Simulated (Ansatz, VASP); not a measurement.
**Two plane-wave programs on BiTe**

Contents of INCAR:

```
SYSTEM = BiTe
  PREC = Accurate
  ENCUT = 520
  EDIFF = 1E-7
  ISMEAR = 0
  SIGMA = 0.15
  LREAL = .False.
  LASPH = .True.
  NELM = 100
  ALGO = Normal
  ISIF = 2
  LWAVE = .False.
  LCHARG = .False.
  GGA = PE
  NBANDS = 18
```

The input KPOINTS:

```
Automatic mesh
0
Gamma
  14 14 14
  0 0 0
```

The input POSCAR:

```
BiTe
1.0
    0.0000000000      3.2188250000      3.2188250000
    3.2350000000     -0.0161750000      3.2350000000
    3.2350000000      3.2350000000     -0.0161750000
Bi Te
1 1
Direct
    0.0000000000      0.0000000000      0.0000000000
    0.5000000000      0.5000000000      0.5000000000
```

Input for Ansatz:

```yaml
crystal:
  lattice:
    - [0.0, 3.218825, 3.218825]
    - [3.235, -0.016175, 3.235]
    - [3.235, 3.235, -0.016175]
  atoms:
    - { symbol: Bi, position: [0.0, 0.0, 0.0] }
    - { symbol: Te, position: [0.5, 0.5, 0.5] }
basis:
  ecutwfc: 420
kpoints:
  mp_grid: { grid: [14, 14, 14] }
hamiltonian:
  xc: pbe
scf:
  occupations: { method: gaussian, width: 0.15 }
output:
  forces: true
  stress: true
  eigenvalues: true
```

Change from the starting cell: strain -0.0100 x Voigt [0, 0, 0, 1, 0, 0], atoms carried along.

Alike in both runs: task single point; functional PBE; k mesh 14 × 14 × 14; occupations gaussian, width 0.15 eV; no spin polarisation.

|  | VASP | Ansatz |
| --- | --- | --- |
| version | VASP 6.6.1 | Ansatz 0.2.0 |
| potentials or method | VASP PAW PBE potentials, release 64 (Bi_d, Te), cutoff 520 eV | scalar-relativistic, plane waves, PAW |
| valence electrons in the cell | 21 | 31 |

Ansatz gave:

| Quantity | Value |
| --- | --- |
| gap on the k mesh at the Fermi level (eV) | none |
| pressure (GPa) | 0.8 |

Task: Which values does VASP return?

Result: gap on the k mesh at the Fermi level (eV): none; pressure (GPa): 0.7.

A gap of «none» marks a metal or a gap that the smearing closes. The functional is the same, so the differences come from potentials, cutoffs and numerics. VASP's potentials hold 21 valence electrons a cell and Ansatz's 31, so a difference there can come from the potentials and not from the codes.

Neither program's run includes spin-orbit coupling.
